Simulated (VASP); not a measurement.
# GaP (I-4m2) in VASP: further runs

The runs below take GaP through single point, with PBEsol.

All numbers are computed with VASP 6.6.1; they aren't measurements. Logs are shortened: lines on timing, memory, paths and dates and some standing lists are left out, and cuts for length are marked.

## (1) The cell of the first run

It takes space group I-4m2 (No. 119, tetragonal). Conventional cell: a = 3.826 Å, b = 3.826 Å, c = 5.461 Å, α = 90.00°, β = 90.00°, γ = 90.00°. Within 3.1 Å of Ga (site symmetry -4m2) lie 4 P at 2.35 Å. Within 3.1 Å of P (site symmetry -4m2) lie 4 Ga at 2.35 Å.

## (2) Single point, PBEsol, non-collinear spin, zero start, spin-orbit coupling (film at in-plane strain -0.005)

Contents of INCAR:

```
SYSTEM = GaP
PREC     = Accurate       ! precision mode
ENCUT    = 520            ! plane-wave cutoff, eV
EDIFF    = 1E-7           ! SCF threshold, eV
ISMEAR   = 0              ! smearing method
SIGMA    = 0.01           ! smearing width, eV
LREAL    = .False.        ! projectors in reciprocal space
LASPH    = .True.         ! aspherical terms in the spheres
NELM     = 150            ! most SCF steps
ALGO     = Normal         ! electronic algorithm
ISIF     = 2              ! what is computed and relaxed
LWAVE    = .False.        ! write WAVECAR
LCHARG   = .True.         ! write CHGCAR
LNONCOLLINEAR= .True.         ! non-collinear magnetism
MAGMOM   = 0 0 0 0 0 0    ! initial moments
LORBIT   = 11             ! projections on sites
LSORBIT  = .True.         ! spin-orbit coupling
GGA_COMPAT= .False.      
LORBMOM  = .True.       
GGA      = PS             ! functional
LVHAR    = .True.       
NBANDS   = 30             ! bands
```

Contents of KPOINTS:

```
regular mesh
0
Gamma
  8 8 8
  0 0 0
```

Contents of POSCAR:

```
GaP
1.0
    2.7056678004      2.7056678004      0.0000000000
   -2.7056678004      2.7056678004      0.0000000000
    0.0000000000      2.7056678004      2.7304393445
Ga P
1 1
Direct
    0.0000000000      0.0000000000      0.0000000000
    0.7500000000      0.2500000000      0.5000000000
```

Potentials or basis: VASP PAW PBE potentials, release 64 (Ga_d, P).

On the command line:

```
cat potpaw_PBE.64/Ga_d/POTCAR potpaw_PBE.64/P/POTCAR > POTCAR
mpirun -np 1 vasp_ncl > vasp.out
```

OUTCAR:

```text
SYSTEM = GaP
   PREC = Accurate
   ENCUT = 520
   EDIFF = 1E-7
   ISMEAR = 0
   LREAL = .False.
   LASPH = .True.
   NELM = 150
   ISIF = 2
   LNONCOLLINEAR = .True.
   LORBIT = 11
   LSORBIT = .True.
   GGA = PS

 ion  position               nearest neighbor table
   1  0.000  0.000  0.000-   2 2.35   2 2.35   2 2.35   2 2.35
   2  0.750  0.250  0.500-   1 2.35   1 2.35   1 2.35   1 2.35

  LATTYP: Found a body centered tetragonal cell.
 ALAT       =     3.8263920986
 C/A-ratio  =     1.4271612914

  Lattice vectors:

 A1 = (   2.7056678004,   0.0000000000,  -2.7304393445)
 A2 = (  -2.7056678004,   0.0000000000,  -2.7304393445)
 A3 = (   0.0000000000,   2.7056678004,   2.7304393445)

Analysis of symmetry for initial positions (statically):
=====================================================================
 Subroutine PRICEL returns:
 Original cell was already a primitive cell.

 Routine SETGRP: Setting up the symmetry group for a
 body centered tetragonal supercell.

 Subroutine GETGRP returns: Found  8 space group operations
 (whereof  8 operations were pure point group operations)
 out of a pool of 16 trial point group operations.

The static configuration has the point symmetry D_2d.

Analysis of symmetry for dynamics (positions and initial velocities):
=====================================================================
 Subroutine PRICEL returns:
 Original cell was already a primitive cell.

 Routine SETGRP: Setting up the symmetry group for a
 body centered tetragonal supercell.

 Subroutine GETGRP returns: Found  8 space group operations
 (whereof  8 operations were pure point group operations)
 out of a pool of 16 trial point group operations.

The dynamic configuration has the point symmetry D_2d.

Analysis of structural, dynamic, and magnetic symmetry:
=====================================================================
 Subroutine PRICEL returns:
 Original cell was already a primitive cell.

 Routine SETGRP: Setting up the symmetry group for a
 body centered tetragonal supercell.

 Subroutine GETGRP returns: Found  8 space group operations
 (whereof  8 operations were pure point group operations)
 out of a pool of 16 trial point group operations.

The overall configuration has the point symmetry D_2d.

 Subroutine INISYM returns: Found  8 space group operations
 (whereof  8 operations are pure point group operations),
 and found     1 'primitive' translations

----------------------------------------------------------------------------------------

                                     Primitive cell

  volume of cell :      39.9771

  direct lattice vectors                    reciprocal lattice vectors
     2.705667800  2.705667800  0.000000000     0.184797261  0.184797261 -0.183120713
    -2.705667800  2.705667800  0.000000000    -0.184797261  0.184797261 -0.183120713
     0.000000000  2.705667800  2.730439345     0.000000000  0.000000000  0.366241426

  length of vectors
     3.826392099  3.826392099  3.843948134     0.319113226  0.319113226  0.366241426

  position of ions in fractional coordinates (direct lattice)
     0.000000000  0.000000000  0.000000000
     0.750000000  0.250000000  0.500000000

  ion indices of the primitive-cell ions
   primitive index   ion index
                 1           1
                 2           2

----------------------------------------------------------------------------------------

 KPOINTS: regular mesh

Automatic generation of k-mesh.
 Grid dimensions read from file:
 generate k-points for:    8    8    8

 Generating k-lattice:

  Cartesian coordinates                     Fractional coordinates (reciprocal lattice)
     0.023099658  0.023099658 -0.022890089     0.125000000  0.000000000  0.000000000
    -0.023099658  0.023099658 -0.022890089     0.000000000  0.125000000  0.000000000
     0.000000000  0.000000000  0.045780178     0.000000000  0.000000000  0.125000000

[... 96 lines left out ...]

 number of electron      18.0000009 magnetization       0.0000000     -0.0000000      0.0000000

 Free energy of the ion-electron system (eV)
  ---------------------------------------------------
  ext. energy  EPLUGINS =         0.00000000
  ---------------------------------------------------
  free energy    TOTEN  =        -9.92663288 eV

  energy without entropy =       -9.92663288  energy(sigma->0) =       -9.92663288

 E-fermi :   4.8244     XC(G=0): -10.0781

 val. band max:        4.7418581188   @ k =   0.0000   0.0000   0.0000
 cond. band min:       6.1666313621   @ k =   0.5000   0.5000   0.0000
 fundamental gap:      1.4247732433
 Fermi energy:         4.8243547352

 k-point     1 :       0.0000    0.0000    0.0000
  band No.  band energies     occupation
      1     -10.1013      1.00000
      2     -10.1013      1.00000
      3     -10.0997      1.00000
      4     -10.0997      1.00000
      5      -9.6852      1.00000
      6      -9.6852      1.00000
[... 781 lines left out ...]
     29      16.5020      0.00000
     30      16.5086      0.00000

 [... further k-points ...]

------------------------ aborting loop because EDIFF is reached ----------------------------------------

  FORCE on cell =-STRESS in cart. coord.  units (eV):
  Direction    XX          YY          ZZ          XY          YZ          ZX
  --------------------------------------------------------------------------------------
  -------------------------------------------------------------------------------------
  Total        0.1363924      0.1363924     -0.0371451      0.0000000      0.0000000      0.0000000
  in kB        5.4662485      5.4662485     -1.4886761      0.0000000      0.0000000      0.0000000
  external PRESSURE =       3.1479403 kB  Pullay stress =       0.0000000 kB

 VOLUME and BASIS-vectors are now :
 -----------------------------------------------------------------------------
  energy-cutoff  :      520.00
  volume of cell :       39.98
      direct lattice vectors                 reciprocal lattice vectors
     2.705667800  2.705667800  0.000000000     0.184797261  0.184797261 -0.183120713
    -2.705667800  2.705667800  0.000000000    -0.184797261  0.184797261 -0.183120713
     0.000000000  2.705667800  2.730439345     0.000000000  0.000000000  0.366241426

 POSITION                                       TOTAL-FORCE (eV/Angst)
 -----------------------------------------------------------------------------------
      0.00000      0.00000      0.00000         0.000000      0.000000      0.000000
      1.35283      4.05850      1.36522        -0.000000     -0.000000      0.000000
 -----------------------------------------------------------------------------------
    total drift:                                0.000000      0.000000     -0.000000

  FREE ENERGIE OF THE ION-ELECTRON SYSTEM (eV)
  ---------------------------------------------------
  free  energy   TOTEN  =        -9.9266328807 eV

  energy  without entropy=       -9.9266328807  energy(sigma->0) =       -9.92663288

 orbital moment (x)

 # of ion     p       d       tot
 ----------------------------------------
  1        -0.000   0.000  -0.000
  2        -0.000   0.000  -0.000
 ----------------------------------------
           -0.000   0.000  -0.000

 orbital moment (y)

 # of ion     p       d       tot
 ----------------------------------------
  1         0.000   0.000   0.000
  2        -0.000   0.000  -0.000
 ----------------------------------------
           -0.000   0.000  -0.000

 orbital moment (z)

 # of ion     p       d       tot
 ----------------------------------------
  1        -0.000   0.000  -0.000
  2         0.000   0.000   0.000
 ----------------------------------------
           -0.000   0.000  -0.000

 Spin-Orbit-Coupling matrix elements

 Ion:    1  E_soc:     -0.0118830
 l=   1
     0.0000000    -0.0011202    -0.0011198
    -0.0011202     0.0000000    -0.0011202
    -0.0011198    -0.0011202     0.0000000
 l=   2
     0.0000000    -0.0001753     0.0000000    -0.0001753    -0.0006852
    -0.0001753     0.0000000    -0.0005139    -0.0001754    -0.0001713
     0.0000000    -0.0005139     0.0000000    -0.0005139     0.0000000
    -0.0001753    -0.0001754    -0.0005139     0.0000000    -0.0001713
    -0.0006852    -0.0001713     0.0000000    -0.0001713     0.0000000
 l=   3
     0.0000000     0.0000000     0.0000000     0.0000000     0.0000000     0.0000000     0.0000000
     0.0000000     0.0000000     0.0000000     0.0000000     0.0000000     0.0000000     0.0000000
     0.0000000     0.0000000     0.0000000     0.0000000     0.0000000     0.0000000     0.0000000
     0.0000000     0.0000000     0.0000000     0.0000000     0.0000000     0.0000000     0.0000000
     0.0000000     0.0000000     0.0000000     0.0000000     0.0000000     0.0000000     0.0000000
     0.0000000     0.0000000     0.0000000     0.0000000     0.0000000     0.0000000     0.0000000
     0.0000000     0.0000000     0.0000000     0.0000000     0.0000000     0.0000000     0.0000000

 Ion:    2  E_soc:     -0.0008896
 l=   1
     0.0000000    -0.0001480    -0.0001488
    -0.0001480     0.0000000    -0.0001480
    -0.0001488    -0.0001480     0.0000000
 l=   2
     0.0000000     0.0000000     0.0000000     0.0000000     0.0000000
     0.0000000     0.0000000     0.0000000     0.0000000     0.0000000
     0.0000000     0.0000000     0.0000000     0.0000000     0.0000000
     0.0000000     0.0000000     0.0000000     0.0000000     0.0000000
     0.0000000     0.0000000     0.0000000     0.0000000     0.0000000
 l=   3
     0.0000000     0.0000000     0.0000000     0.0000000     0.0000000     0.0000000     0.0000000
     0.0000000     0.0000000     0.0000000     0.0000000     0.0000000     0.0000000     0.0000000
     0.0000000     0.0000000     0.0000000     0.0000000     0.0000000     0.0000000     0.0000000
     0.0000000     0.0000000     0.0000000     0.0000000     0.0000000     0.0000000     0.0000000
     0.0000000     0.0000000     0.0000000     0.0000000     0.0000000     0.0000000     0.0000000
     0.0000000     0.0000000     0.0000000     0.0000000     0.0000000     0.0000000     0.0000000
     0.0000000     0.0000000     0.0000000     0.0000000     0.0000000     0.0000000     0.0000000

 total charge

# of ion       s       p       d       tot
------------------------------------------
    1        0.865   0.867  10.015  11.747
    2        1.017   1.516   0.000   2.533
--------------------------------------------------
tot          1.882   2.383  10.015  14.280

 magnetization (x)

# of ion       s       p       d       tot
------------------------------------------
    1        0.000   0.000   0.000   0.000
    2        0.000  -0.000   0.000  -0.000
--------------------------------------------------
tot          0.000  -0.000   0.000  -0.000

 magnetization (y)

# of ion       s       p       d       tot
------------------------------------------
    1        0.000   0.000   0.000   0.000
    2        0.000   0.000   0.000   0.000
--------------------------------------------------
tot          0.000   0.000   0.000   0.000

 magnetization (z)

# of ion       s       p       d       tot
------------------------------------------
    1        0.000  -0.000   0.000  -0.000
    2       -0.000   0.000   0.000  -0.000
--------------------------------------------------
tot         -0.000  -0.000   0.000  -0.000
```

Wall time 8.1 min (1 thread of Intel Xeon 8259CL, shared host); peak memory 0.34 GiB.

Results:

| Quantity | Value |
| --- | --- |
| Free energy | -9.9266 eV |
| Pressure | 0.3 GPa |
| Net moment | 0.00 μB per cell |
| Valence electrons inside the program's atomic spheres | Ga 11.75; P 2.53 |

Stress tensor (GPa, compression positive):
```
 0.55  0.00  0.00
 0.00  0.55  0.00
 0.00  0.00 -0.15
```

Moments on the atoms (μB; x, y, z):
```
Ga  0.00 0.00 0.00
P   0.00 0.00 0.00
```

Caveat: the cell differs from its parent crystal (film at in-plane strain -0.005); the PAW data sets were made with another functional, which shifts forces and pressure a little.

[end of part 1 of 2]
